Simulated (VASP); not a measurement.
GaN:

```xyz
2
Lattice="0.0000 2.2675 2.2675 2.2675 0.0000 2.2675 2.2675 2.2675 0.0000" Properties=species:S:1:pos:R:3 pbc="T T T"
Ga    0.0000    0.0000    0.0000
N     1.1338    1.1338    1.1338
```

Base run:

| Quantity | Value |
| --- | --- |
| Program | VASP 6.6.1 |
| Functional | PBE |
| Potentials or basis | VASP PAW PBE potentials, release 64 (Ga_d, N) |
| Cutoff | 600 eV |
| k mesh | 8 × 8 × 8 |
| Occupations | gaussian, width 0.01 eV |
| Spin | no spin polarisation |

Its results: band gap on the k mesh 1.60 eV, direct; pressure 1.5 GPa.

**Question.** The run is repeated on the same cell with these changes: k mesh from 8 × 8 × 8 to 2 × 2 × 2. What comes out?

**Answer.** Band gap on the k mesh 1.36 eV, direct; pressure 4.8 GPa.

Caveats: some runs use coarse meshes.

